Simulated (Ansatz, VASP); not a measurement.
# Two plane-wave programs on Ti3RuO8

The input INCAR:

```
ALGO = Normal
EDIFF = 1E-6
ENCUT = 600
GGA = PS
GGA_COMPAT = False
ISIF = 2
ISMEAR = 0
ISPIN = 2
LASPH = True
LCHARG = False
LMAXMIX = 4
LORBIT = 11
LREAL = False
LWAVE = False
MAGMOM = 4 0 0 0 0 0 0 0 0 0 0 0
NBANDS = 65
NELM = 200
PREC = Accurate
SIGMA = 0.05
```

Contents of KPOINTS:

```
k-points
0
Gamma
  4 4 3
```

Contents of POSCAR:

```
Ti3RuO8
1.0
    4.5922000000      0.0000000000      0.0000000000
    0.0000000000      4.5922000000      0.0000000000
    0.0000000000      0.0000000000      5.9148000000
Ru Ti O
1 3 8
Direct
    1.0000000000      1.0000000000      0.0000000000
    1.0000000000      1.0000000000      0.5000000000
    0.5000000000      0.5000000000      0.2533672747
    0.5000000000      0.5000000000      0.7466327253
    0.3016597083      0.3016597083      0.0000000000
    0.3055705771      0.3055705771      0.5000000000
    0.1995190928      0.8004809072      0.2563802980
    0.1995190928      0.8004809072      0.7436197020
    0.6983402917      0.6983402917      0.0000000000
    0.6944294229      0.6944294229      0.5000000000
    0.8004809072      0.1995190928      0.2563802980
    0.8004809072      0.1995190928      0.7436197020
```

Input for Ansatz:

```yaml
crystal:
  lattice:
    - [4.5922, 0.0, 0.0]
    - [0.0, 4.5922, 0.0]
    - [0.0, 0.0, 5.9148]
  atoms:
    - { symbol: Ru, position: [1.0, 1.0, 0.0], spin: 4.0 }
    - { symbol: Ti, position: [1.0, 1.0, 0.5] }
    - { symbol: Ti, position: [0.5, 0.5, 0.2533672747] }
    - { symbol: Ti, position: [0.5, 0.5, 0.7466327253] }
    - { symbol: O, position: [0.3016597083, 0.3016597083, 0.0] }
    - { symbol: O, position: [0.3055705771, 0.3055705771, 0.5] }
    - { symbol: O, position: [0.1995190928, 0.8004809072, 0.256380298] }
    - { symbol: O, position: [0.1995190928, 0.8004809072, 0.743619702] }
    - { symbol: O, position: [0.6983402917, 0.6983402917, 0.0] }
    - { symbol: O, position: [0.6944294229, 0.6944294229, 0.5] }
    - { symbol: O, position: [0.8004809072, 0.1995190928, 0.256380298] }
    - { symbol: O, position: [0.8004809072, 0.1995190928, 0.743619702] }
basis:
  ecutwfc: 420
  ecutrho_ratio: 4
kpoints:
  mp_grid: { grid: [4, 4, 3] }
hamiltonian:
  xc: pbesol
scf:
  occupations: { method: gaussian, width: 0.05 }
output:
  forces: true
  stress: true
  eigenvalues: true
  populations: true
  hubbard: { sites: [{ site: 0, l: d }] }
  write_density: true
  write_potential: true
  elf: true
  volumetric_format: npy
magnetization:
  spin_polarized: true
```

Alike in both runs: task single point; functional PBEsol; k mesh 4 × 4 × 3; occupations gaussian, width 0.05 eV; collinear spin.

|  | VASP | Ansatz |
| --- | --- | --- |
| version | VASP 6.6.1 | Ansatz 0.2.0 |
| potentials or method | VASP PAW PBE potentials, release 64 (Ru_pv, Ti_sv, O), cutoff 600 eV | scalar-relativistic, plane waves, PAW |
| valence electrons in the cell | 98 | 100 |

|  | VASP | Ansatz | Ansatz less VASP |
| --- | --- | --- | --- |
| gap on the k mesh at the Fermi level (eV) | none | none | - |
| pressure (GPa) | 0.0 | -0.3 | -0.31 |
| traceless stress, the component that is largest in VASP (GPa) | -2.49 | -2.48 | +0.010 |
| rms of the force components (eV/Å) | 0.139 | 0.130 | -0.0085 |
| net moment per atom (μB) | 0.17 | 0.17 | 0.000 |
| size of the moment on the site where the two differ most (μB) | 1.34 | 1.01 | -0.333 |

VASP's potentials were made for PBE, not for PBEsol. Site moments also hang on the region over which each program counts them. Atom by atom the forces differ by 0.012 eV/Å (rms over components). A gap of «none» marks a metal or a gap that the smearing closes. VASP's potentials hold 98 valence electrons a cell and Ansatz's 100, so a difference there can come from the potentials and not from the codes.
